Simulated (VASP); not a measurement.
Wanted: the native input for a VASP 6.6.1 run.

```
Task                                : relaxation of the atoms
Functional                          : PBEsol
Potentials or basis                 : VASP PAW PBE potentials, release 64 (Mg, H)
Cutoff                              : 520 eV
k mesh                              : 8 × 5 × 1
Occupations                         : gaussian, width 0.1 eV
Spin                                : no spin polarisation
Dipole correction                   : yes
Atoms held fixed (from 0)           : [0, 1, 2, 3]
Further INCAR settings              : ALGO = Normal; EDIFF = 1e-06; IBRION = 2; EDIFFG = -0.025; NSW = 36
Atoms held along some axes (from 0) : atom 4 along a and b
```

The structure of Mg4H lies in POSCAR:

```
Mg4H
1.0
    3.1881999939      0.0000000000      0.0000000000
    0.0000000000      5.1084658709      0.0000000000
    0.0000000000      0.0000000000     19.1358427726
Mg H
4 1
Selective dynamics
Direct
    0.0000000000      0.7500000000      0.2090318178  F F F
    0.5000000000      0.2500000000      0.2571276385  F F F
    0.5000000000      0.7500000000      0.3576109084  F F F
    0.0000000000      0.2500000000      0.3990335238  F F F
    0.5000000000      0.2500000000      0.4332338624  F F T
```

The input as run:

INCAR

```
ALGO = Normal
DIPOL = 0.5 0.5 0.331
EDIFF = 1E-6
EDIFFG = -0.025
ENCUT = 520
GGA = PS
IBRION = 2
IDIPOL = 3
ISIF = 2
ISMEAR = 0
LASPH = T
LCHARG = F
LDIPOL = T
LREAL = F
LWAVE = F
NELM = 100
NSW = 36
PREC = Accurate
SIGMA = 0.1
```

KPOINTS

```
k-points
0
Gamma
  8 5 1
```

Potentials or basis: VASP PAW PBE potentials, release 64 (Mg, H).

Launch:

```sh
$ cat potpaw_PBE.64/Mg/POTCAR potpaw_PBE.64/H/POTCAR > POTCAR
$ mpirun -np 1 vasp_std > vasp.out
```

It gave:

```
Energy gained by relaxing : 35.9 meV/atom
Ionic steps               : 5
Band gap on the k mesh    : zero (an odd number of electrons rules out a gap without spin polarisation)
```

It took 2 min on 1 thread of Intel(R) Xeon(R) 6975P-C (Granite Rapids) (shared host), peak memory 0.39 GiB.
